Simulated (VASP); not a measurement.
# ReCl (Fm-3m) in VASP: further runs

ReCl is run at these levels: PBE; tasks: single point, relaxation of cell and atoms.

All numbers are computed with VASP 6.6.1; they aren't measurements. Logs are shortened: lines on timing, memory, paths and dates and some standing lists are left out, and cuts for length are marked.

## (1) The cell of the first run

Symmetry: Fm-3m, No. 225, cubic system. The conventional cell has a = 5.059 Å, b = 5.059 Å, c = 5.059 Å, α = 90.00°, β = 90.00°, γ = 90.00°. Within 3.3 Å of Re (site symmetry m-3m) lie 6 Cl at 2.53 Å. Cl (site symmetry m-3m) has 6 Re at 2.53 Å within 3.3 Å.

## (2) Single point, PBE, collinear spin

INCAR

```
PREC = Accurate ; ENCUT = 520
EDIFF = 1E-7 ; ISMEAR = 0
SIGMA = 0.1 ; LREAL = False
LASPH = True ; NELM = 150
ALGO = Normal ; ISIF = 2
LWAVE = False ; LCHARG = True
ISPIN = 2 ; MAGMOM = 2.41 0
LORBIT = 11 ; LMAXMIX = 4
GGA = PE ; LELF = True
LVHAR = True ; NBANDS = 18
```

KPOINTS

```
regular mesh
0
Gamma
  6 6 6
```

POSCAR

```
ReCl
1.0
    0.0000000000      2.5296194422      2.5296194422
    2.5296194422      0.0000000000      2.5296194422
    2.5296194422      2.5296194422      0.0000000000
Re Cl
1 1
Direct
    0.0000000000      0.0000000000      0.0000000000
    0.5000000000      0.5000000000      0.5000000000
```

Potentials or basis: VASP PAW PBE potentials, release 64 (Re, Cl).

Run with:

```sh
$ cat potpaw_PBE.64/Re/POTCAR potpaw_PBE.64/Cl/POTCAR > POTCAR
$ mpirun -np 1 vasp_std > vasp.out
```

OUTCAR:

```text
PREC = Accurate
   ENCUT = 520
   EDIFF = 1E-7
   ISMEAR = 0
   LREAL = False
   LASPH = True
   NELM = 150
   ISIF = 2
   ISPIN = 2
   LORBIT = 11
   GGA = PE

 ion  position               nearest neighbor table
   1  0.000  0.000  0.000-   2 2.53   2 2.53   2 2.53   2 2.53   2 2.53   2 2.53
   2  0.500  0.500  0.500-   1 2.53   1 2.53   1 2.53   1 2.53   1 2.53   1 2.53

  LATTYP: Found a face centered cubic cell.
 ALAT       =     5.0592388844

  Lattice vectors:

 A1 = (   0.0000000000,   2.5296194422,   2.5296194422)
 A2 = (   2.5296194422,   0.0000000000,   2.5296194422)
 A3 = (   2.5296194422,   2.5296194422,   0.0000000000)

Analysis of symmetry for initial positions (statically):
=====================================================================
 Subroutine PRICEL returns:
 Original cell was already a primitive cell.

 Routine SETGRP: Setting up the symmetry group for a
 face centered cubic supercell.

 Subroutine GETGRP returns: Found 48 space group operations
 (whereof 48 operations were pure point group operations)
 out of a pool of 48 trial point group operations.

The static configuration has the point symmetry O_h .

Analysis of symmetry for dynamics (positions and initial velocities):
=====================================================================
 Subroutine PRICEL returns:
 Original cell was already a primitive cell.

 Routine SETGRP: Setting up the symmetry group for a
 face centered cubic supercell.

 Subroutine GETGRP returns: Found 48 space group operations
 (whereof 48 operations were pure point group operations)
 out of a pool of 48 trial point group operations.

The dynamic configuration has the point symmetry O_h .

Analysis of structural, dynamic, and magnetic symmetry:
=====================================================================
 Subroutine PRICEL returns:
 Original cell was already a primitive cell.

 Routine SETGRP: Setting up the symmetry group for a
 face centered cubic supercell.

 Subroutine GETGRP returns: Found 48 space group operations
 (whereof 48 operations were pure point group operations)
 out of a pool of 48 trial point group operations.

The overall configuration has the point symmetry O_h .

 Subroutine INISYM returns: Found 48 space group operations
 (whereof 48 operations are pure point group operations),
 and found     1 'primitive' translations

----------------------------------------------------------------------------------------

                                     Primitive cell

  volume of cell :      32.3739
[... 105 lines left out ...]
   GGA     = PE    functional components
   LHFCALC =     F    Hartree Fock is set to
   AEXX    =    0.0000 exact exchange contribution
   IVDW    =     0    specifies the selected vdW correction
   LEPSILON=     F    determine dielectric tensor
   LRPA    =     F    only Hartree local field effects (RPA)
 spin polarized calculation
 Gauss-broadening in eV      SIGMA  =   0.10
  energy-cutoff  :      520.00
  volume of cell :       32.37
 maximum number of plane-waves:       893
 NGX is ok and might be reduce to    28
   NGX = 13   NGY = 13   NGZ = 13

 number of electron      13.9999999 magnetization       1.6853617

 Free energy of the ion-electron system (eV)
  ---------------------------------------------------
  ext. energy  EPLUGINS =         0.00000000
  ---------------------------------------------------
  free energy    TOTEN  =        -9.78033365 eV

  energy without entropy =       -9.76739960  energy(sigma->0) =       -9.77386662

 E-fermi :   8.3780     XC(G=0): -11.9667

 val. band max:        8.3724526630   @ k =   0.5000   0.3333   0.0000
 cond. band min:       8.3830904344   @ k =   0.3333   0.1667   0.0000
 fundamental gap:      0.0106377715
 Fermi energy:         8.3779872466

 spin component 1

 k-point     1 :       0.0000    0.0000    0.0000
  band No.  band energies     occupation
      1     -11.6557      1.00000
      2       2.2344      1.00000
      3       2.2344      1.00000
      4       2.2344      1.00000
      5       5.4089      1.00000
      6       5.4091      1.00000
[... 312 lines left out ...]
      4       0.4901      1.00000
      5       5.3171      1.00000
      6       7.4927      1.00000
[... 10 lines left out ...]
     17      25.5730      0.00000
     18      28.3715      0.00000
 Fermi energy:         8.3779872466

 spin component 2

 k-point     1 :       0.0000    0.0000    0.0000
  band No.  band energies     occupation
      1     -11.5616      1.00000
      2       2.2862      1.00000
      3       2.2862      1.00000
      4       2.2862      1.00000
      5       6.3965      1.00000
      6       6.3965      1.00000
[... 313 lines left out ...]
      5       6.1374      1.00000
      6       8.2130      0.99016
[... 10 lines left out ...]
     17      25.8663      0.00000
     18      28.6604      0.00000

------------------------ aborting loop because EDIFF is reached ----------------------------------------

  FORCE on cell =-STRESS in cart. coord.  units (eV):
  Direction    XX          YY          ZZ          XY          YZ          ZX
  --------------------------------------------------------------------------------------
  -------------------------------------------------------------------------------------
  Total        0.2406591      0.2406591      0.2406591     -0.0000000     -0.0000000      0.0000000
  in kB       11.9101505     11.9101505     11.9101505     -0.0000000     -0.0000000      0.0000000
  external PRESSURE =      11.9101505 kB  Pullay stress =       0.0000000 kB

 VOLUME and BASIS-vectors are now :
 -----------------------------------------------------------------------------
  energy-cutoff  :      520.00
  volume of cell :       32.37
      direct lattice vectors                 reciprocal lattice vectors
     0.000000000  2.529619442  2.529619442    -0.197658190  0.197658190  0.197658190
     2.529619442  0.000000000  2.529619442     0.197658190 -0.197658190  0.197658190
     2.529619442  2.529619442  0.000000000     0.197658190  0.197658190 -0.197658190

 POSITION                                       TOTAL-FORCE (eV/Angst)
 -----------------------------------------------------------------------------------
      0.00000      0.00000      0.00000        -0.000000      0.000000      0.000000
      2.52962      2.52962      2.52962         0.000000     -0.000000     -0.000000
 -----------------------------------------------------------------------------------
    total drift:                                0.000000      0.000000      0.000000

  FREE ENERGIE OF THE ION-ELECTRON SYSTEM (eV)
  ---------------------------------------------------
  free  energy   TOTEN  =        -9.7803336463 eV

  energy  without entropy=       -9.7673996035  energy(sigma->0) =       -9.77386662

 total charge

# of ion       s       p       d       tot
------------------------------------------
    1        0.383   0.264   5.046   5.693
    2        1.597   3.370   0.000   4.967
--------------------------------------------------
tot          1.980   3.634   5.046  10.660

 magnetization (x)

# of ion       s       p       d       tot
------------------------------------------
    1        0.054   0.006   1.510   1.571
    2        0.007   0.023   0.000   0.030
--------------------------------------------------
tot          0.062   0.030   1.510   1.602
```

It took 14 s on 1 thread of Intel Xeon 6975P-C (Granite Rapids), shared host; peak memory 0.18 GiB.

Results:

```
Free energy                                           : -9.7803 eV
Pressure                                              : 1.2 GPa
Net moment                                            : 1.69 μB per cell
Site moments                                          : Re +1.57; Cl +0.03 μB
Valence electrons inside the program's atomic spheres : Re 5.69; Cl 4.97
```

Levels at points of the mesh, in eV from the Fermi level:
Spin up:
| k point | band 5 | band 6 | band 7 | band 8 | band 9 | band 10 | band 11 | band 12 |
| --- | --- | --- | --- | --- | --- | --- | --- | --- |
| (0.00, 0.00, 0.00) | -2.97 | -2.97 | -2.97 | -2.48 | -2.48 | -1.36 | 8.73 | 11.83 |
| (0.50, 0.00, 0.00) | -0.83 | -0.83 | -0.70 | 1.32 | 2.72 | 2.72 | 5.47 | 5.47 |
| (0.50, 0.50, 0.00) | -4.65 | -1.51 | -0.27 | -0.11 | -0.11 | 0.35 | 7.34 | 10.16 |
Spin down:
```csv
k point,band 4,band 5,band 6,band 7,band 8,band 9
"(0.00, 0.00, 0.00)",-6.09,-1.98,-1.98,-1.98,-1.78,-1.78
"(0.50, 0.00, 0.00)",-8.01,0.37,0.37,0.39,1.59,3.38
"(0.50, 0.50, 0.00)",-7.01,-3.83,-0.77,0.40,1.12,1.19
```

Caveat: spin-orbit coupling is left out, which moves the levels of the heavy elements.

## (3) Single point, PBE, collinear spin

This run uses another cell than the first one, of 20.44 Å³/atom.

INCAR

```
PREC     = Accurate       # precision mode
ENCUT    = 520            # plane-wave cutoff, eV
EDIFF    = 1E-7           # SCF threshold, eV
ISMEAR   = 0              # smearing method
SIGMA    = 0.1            # smearing width, eV
LREAL    = False          # projectors in reciprocal space
LASPH    = True           # aspherical terms in the spheres
NELM     = 150            # most SCF steps
ALGO     = Normal         # electronic algorithm
ISIF     = 2              # what is computed and relaxed
LWAVE    = False          # write WAVECAR
LCHARG   = False          # write CHGCAR
ISPIN    = 2              # spin polarisation
MAGMOM   = 1 0            # initial moments
LORBIT   = 11             # projections on sites
LMAXMIX  = 4              # l up to which the mixer works
GGA      = PE             # functional
NBANDS   = 18             # bands
```

KPOINTS

```
Automatic mesh
0
Gamma
  6 6 6
```

POSCAR

```
ReCl
1.0
    0.0000000000      2.7341958444      2.7341958444
    2.7341958444      0.0000000000      2.7341958444
    2.7341958444      2.7341958444      0.0000000000
Re Cl
1 1
Direct
    0.0000000000      0.0000000000      0.0000000000
    0.5000000000      0.5000000000      0.5000000000
```

Potentials or basis: VASP PAW PBE potentials, release 64 (Re, Cl).

Run with:

```sh
$ cat potpaw_PBE.64/Re/POTCAR potpaw_PBE.64/Cl/POTCAR > POTCAR
$ mpirun -np 1 vasp_std > vasp.out
```

Wall time 21 s (1 thread of Intel Xeon 6975P-C (Granite Rapids), shared host); peak memory 0.19 GiB.

Results (log left out):

- Free energy: -9.5506 eV
- Pressure: -9.6 GPa
- Net moment: 2.79 μB per cell
- Site moments: Re +2.52; Cl +0.02 μB
- Valence electrons inside the program's atomic spheres: Re 5.33; Cl 4.96

Levels at points of the mesh, in eV from the Fermi level:
Spin up:
| k point | band 5 | band 6 | band 7 | band 8 | band 9 | band 10 | band 11 | band 12 | band 13 | band 14 |
| --- | --- | --- | --- | --- | --- | --- | --- | --- | --- | --- |
| (0.00, 0.00, 0.00) | -2.49 | -2.49 | -2.49 | -2.41 | -2.26 | -2.26 | 8.79 | 10.42 | 10.42 | 10.42 |
| (0.50, 0.00, 0.00) | -1.19 | -1.19 | -1.13 | 1.10 | 1.10 | 1.38 | 3.91 | 5.19 | 5.19 | 10.69 |
| (0.50, 0.50, 0.00) | -3.60 | -1.63 | -0.99 | -0.73 | -0.73 | -0.67 | 5.90 | 8.47 | 9.51 | 9.51 |
Spin down:
```
           k point  band 2  band 3  band 4  band 5  band 6  band 7  band 8  band 9
(0.00, 0.00, 0.00)   -5.42   -5.42   -5.42   -1.58   -0.97   -0.97   -0.97   -0.73
(0.50, 0.00, 0.00)   -8.34   -6.58   -6.58    0.47    0.58    0.58    1.79    2.49
(0.50, 0.50, 0.00)   -7.33   -6.10   -6.10   -2.32   -0.02    0.22    0.92    1.13
```

Caveat: the cell stands under tension; spin-orbit coupling is left out, which moves the levels of the heavy elements.

## (4) Relaxation of cell and atoms, PBE, collinear spin

This run uses another cell than the first one, of 20.44 Å³/atom.

INCAR

```
SYSTEM = ReCl
ALGO = Normal ; EDIFF = 1E-7
EDIFFG = -0.04 ; ENCUT = 600
GGA = PE ; IBRION = 2
ISIF = 3 ; ISMEAR = 0
ISPIN = 2 ; LASPH = .True.
LCHARG = .False. ; LMAXMIX = 4
LORBIT = 11 ; LREAL = .False.
LWAVE = .False. ; MAGMOM = 2.41 0
NELM = 150 ; NSW = 90
PREC = Accurate ; SIGMA = 0.1
```

KPOINTS

```
k-points
0
Gamma
  6 6 6
  0 0 0
```

POSCAR is that of step 3.

Run with:

```sh
$ cat potpaw_PBE.64/Re/POTCAR potpaw_PBE.64/Cl/POTCAR > POTCAR
$ mpirun -np 1 vasp_std > vasp.out
```

It took 40 s on 1 thread of Intel Xeon 6975P-C (Granite Rapids), shared host; peak memory 0.22 GiB.

It converged, with:

```yaml
Free_energy: -9.7840 eV
Relaxed_volume: 16.57 Å³/atom
Relaxed_cell: a = 3.606 Å, b = 3.606 Å, c = 3.606 Å, α = 60.00°, β = 60.00°, γ = 60.00°
Space_group_after_relaxing_to_0.1_Å: Fm-3m (No. 225)
Energy_gained_by_relaxing: 116.4 meV/atom
Ionic_steps: 4
Pressure_after_relaxing: -0.3 GPa
Net_moment: 1.89 μB per cell
Site_moments: Re +1.73; Cl +0.04 μB
Valence_electrons_inside_the_program's_atomic_spheres: Re 5.64; Cl 4.97
```

The path:
```csv
step,energy change (eV),largest force (eV/Å),pressure (GPa),volume (Å³)
1,0.0000,0.0000,-9.50,40.88
2,-0.2263,0.0000,-1.83,34.12
3,-0.2249,0.0000,2.58,31.90
4,-0.2329,0.0000,-0.28,33.15
```

Final structure:
```
Re Cl
1.0
     0.00000    2.54966    2.54966
     2.54966    0.00000    2.54966
     2.54966    2.54966    0.00000
Re Cl
1 1
Direct
  0.00000 0.00000 0.00000
  0.50000 0.50000 0.50000
```

Levels at points of the mesh, in eV from the Fermi level:
Spin up:
```tsv
k point	band 5	band 6	band 7	band 8	band 9	band 10	band 11	band 12
(0.00, 0.00, 0.00)	-2.89	-2.89	-2.89	-2.45	-2.45	-1.48	8.76	11.69
(0.50, 0.00, 0.00)	-0.86	-0.86	-0.73	1.35	2.54	2.54	5.46	5.46
(0.50, 0.50, 0.00)	-4.51	-1.51	-0.32	-0.17	-0.17	0.21	7.20	9.98
```
Spin down:
```csv
k point,band 4,band 5,band 6,band 7,band 8,band 9
"(0.00, 0.00, 0.00)",-5.98,-1.82,-1.82,-1.82,-1.61,-1.61
"(0.50, 0.00, 0.00)",-7.80,0.44,0.44,0.44,1.66,3.32
"(0.50, 0.50, 0.00)",-6.87,-3.61,-0.63,0.43,1.12,1.22
```

Caveat: the volume moved by over 15 % at a fixed basis, so the end points are rough; spin-orbit coupling is left out, which moves the levels of the heavy elements.

## (5) Summary

| task | cell | cutoff (eV) | gap on the mesh (eV) | pressure (GPa) | moment (μB) |
| --- | --- | --- | --- | --- | --- |
| single point | a = 3.577 Å, angles 60.0°, 2 atoms | 520 | none | 1.2 | 1.69 |
| single point | a = 3.867 Å, angles 60.0°, 2 atoms | 520 | none | -9.6 | 2.79 |
| relaxation of cell and atoms | relaxed from a = 3.867 Å, angles 60.0°, 2 atoms | 600 | none | -0.3 | 1.89 |

Alike in all rows: level PBE; potentials or basis VASP PAW PBE potentials, release 64 (Re, Cl); spin collinear; k mesh 6 × 6 × 6; smearing gaussian 0.1 eV.

Caveats: spin-orbit coupling is left out, which moves the levels of the heavy elements; the cell stands under tension (at least some runs); the volume moved by over 15 % at a fixed basis, so the end points are rough (at least some runs).

Total energies depend on the potentials used, so only differences within one code and one set of settings carry meaning.

The gap in the log of VASP goes by the Fermi energy; the results here count the filled bands.